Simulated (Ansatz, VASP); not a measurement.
One calculation of SnH7, two programs

```
Sn H
1.0
     0.00000    3.21452    3.21452
     3.21452    0.00000    3.21452
     3.21452    3.21452    0.00000
Sn H
1 7
Direct
  0.25000 0.25000 0.25000
  0.64493 0.35507 0.35507
  0.35507 0.64493 0.64493
  0.64493 0.35507 0.64493
  0.35507 0.64493 0.35507
  0.64493 0.64493 0.35507
  0.35507 0.35507 0.64493
  0.75000 0.75000 0.75000
```

Alike in both runs: task relaxation of cell and atoms; functional PBE; k mesh 10 × 10 × 10; occupations gaussian, width 0.1 eV; no spin polarisation.

```csv
,VASP,Ansatz
version,VASP 6.6.1,Ansatz 0.2.0
potentials or method,"VASP PAW PBE potentials, release 64 (Sn_d, H), cutoff 600 eV","scalar-relativistic, plane waves, PAW"
valence electrons in the cell,21,21
```

```tsv
	VASP	Ansatz	Ansatz less VASP
gap on the k mesh at the Fermi level, each at its own relaxed structure (eV)	none	none	-
relaxed volume (Å³/atom)	8.14	8.19	+0.048
relaxed length of the cell vector where the two differ most in proportion (Å)	4.516	4.525	+0.0088
```

A gap of «none» marks a metal or a gap that the smearing closes.
